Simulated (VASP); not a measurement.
A run of VASP 6.6.1 is set up as follows.

The input INCAR:

```
SYSTEM = MgO
ALGO = Normal
EDIFF = 1E-7
ENCUT = 520
GGA = PE
ISIF = 2
ISMEAR = -1
LASPH = .True.
LCHARG = .True.
LELF = .True.
LREAL = .False.
LVHAR = .True.
LWAVE = .False.
NBANDS = 16
NELM = 60
PREC = Accurate
SIGMA = 0.05
```

The input KPOINTS:

```
k-points
0
Gamma
  10 10 6
  0 0 0
```

Contents of POSCAR:

```
MgO
1.0
    2.8805307309      0.0000000000      0.0000000000
   -1.4402653655      2.4946127893      0.0000000000
    0.0000000000      0.0000000000      5.0341862873
Mg O
2 2
Direct
    0.0000000000      0.0000000000      0.0000000000
    0.0000000000      0.0000000000      0.5000000000
    0.3333333333      0.6666666667      0.2500000000
    0.6666666667      0.3333333333      0.7500000000
```

Potentials or basis: VASP PAW PBE potentials, release 64 (Mg, O).

Launch:

```console
$ cat potpaw_PBE.64/Mg/POTCAR potpaw_PBE.64/O/POTCAR > POTCAR
$ mpirun -np 1 vasp_std > vasp.out
```

**Question.** Predict the pressure.

**Answer.** 12.4 GPa.

**Question.** What does it give for the band gap on the k mesh?

**Answer.** 4.83 eV, direct.

A k mesh can miss the band edges. PBE gaps usually lie below the measured ones, often by a third to a half.
